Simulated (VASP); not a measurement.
A run of VASP 6.6.1 is set up as follows.

File INCAR:

```
PREC = Accurate
ENCUT = 520
EDIFF = 1E-6
ISMEAR = -1
SIGMA = 0.1
LREAL = F
LASPH = T
NELM = 100
ALGO = Normal
ISIF = 2
LWAVE = F
LCHARG = T
GGA = PE
LELF = T
LVHAR = T
NBANDS = 10
```

Contents of KPOINTS:

```
regular mesh
0
Gamma
  10 10 10
```

The input POSCAR:

```
Re
1.0
    0.0000000000      1.9243364709      1.9243364709
    1.9243364709      0.0000000000      1.9243364709
    1.9243364709      1.9243364709      0.0000000000
Re
1
Direct
    0.0000000000      0.0000000000      0.0000000000
```

Potentials or basis: VASP PAW PBE potentials, release 64 (Re).

Launch:

```console
$ cat potpaw_PBE.64/Re/POTCAR > POTCAR
$ mpirun -np 1 vasp_std > vasp.out
```

Q: Estimate the pressure.

A: 20.7 GPa.
